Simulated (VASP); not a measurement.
**SnO: single point with PBEsol**

The system is SnO.

```
Sn O
1.0
     3.88140    0.00000    0.00000
     0.00000    3.78627    0.00000
     0.00000    0.00000    4.72966
Sn O
2 2
Direct
  0.00000 0.50000 0.24240
  0.50000 0.00000 0.75760
  0.50000 0.50000 0.00000
  0.00000 0.00000 0.00000
```

This cell differs from its parent crystal: uniaxial strain along a: +2.0 %.

```yaml
Program: VASP 6.6.1
Task: single point
Functional: PBEsol
Potentials_or_basis: VASP PAW PBE potentials, release 64 (Sn_d, O)
Cutoff: 520 eV
k_mesh: 14 × 14 × 12
Occupations: gaussian, width 0.1 eV
Spin: no spin polarisation
Dipole_correction: no
Further_INCAR_settings: ALGO = Normal; EDIFF = 1e-07; NBANDS = 28
```

| Item | Value |
| --- | --- |
| Pressure | -0.8 GPa |
| Largest force | 0.158 eV/Å |
| Band gap on the k mesh | zero (filled and empty bands overlap) |

Forces in eV/Å, atoms in the order of the input:
```
Sn   0.000  0.000  0.017
Sn   0.000  0.000 -0.017
O    0.000  0.000  0.158
O    0.000  0.000 -0.158
```

Stress tensor (GPa, compression positive):
```
-2.03  0.00  0.00
 0.00 -0.36  0.00
 0.00  0.00 -0.07
```

Levels at points of the mesh, in eV from the Fermi level:
```csv
k point,band 16,band 17,band 18,band 19,band 20,band 21,band 22,band 23,band 24,band 25
"(0.00, 0.00, 0.00)",-6.23,-3.45,-3.27,-3.12,-0.11,2.03,4.30,4.52,4.70,5.56
"(0.50, 0.00, 0.00)",-4.96,-4.87,-4.87,-2.75,-2.75,3.20,3.20,5.91,5.91,5.92
"(0.00, 0.50, 0.00)",-4.96,-4.86,-4.86,-2.70,-2.70,3.25,3.25,5.59,5.59,6.07
"(0.50, 0.50, 0.00)",-5.07,-2.53,-2.53,-1.88,-1.88,-0.08,-0.08,4.44,4.44,7.42
"(0.00, 0.00, 0.50)",-3.56,-3.29,-3.14,-3.02,-2.11,1.48,2.50,2.97,3.43,8.03
"(0.50, 0.00, 0.50)",-5.48,-4.82,-4.82,-1.70,-1.70,2.56,2.56,5.38,5.38,6.57
"(0.00, 0.50, 0.50)",-5.53,-4.81,-4.81,-1.73,-1.73,2.69,2.69,5.05,5.05,6.71
"(0.50, 0.50, 0.50)",-5.61,-2.80,-2.80,-2.53,-2.53,2.31,2.31,4.14,4.14,5.50
```

Run time: 22 min on 1 thread of Intel Xeon 8259CL, with other jobs on the host, peak memory 0.73 GiB.

Caveat: the cell differs from its parent crystal (uniaxial strain along a: +2.0 %); semilocal functionals underestimate gaps, so a narrow gap can read as zero; the PAW data sets were made with another functional, which shifts forces and pressure a little; spin-orbit coupling is left out, which moves the levels of the heavy elements.
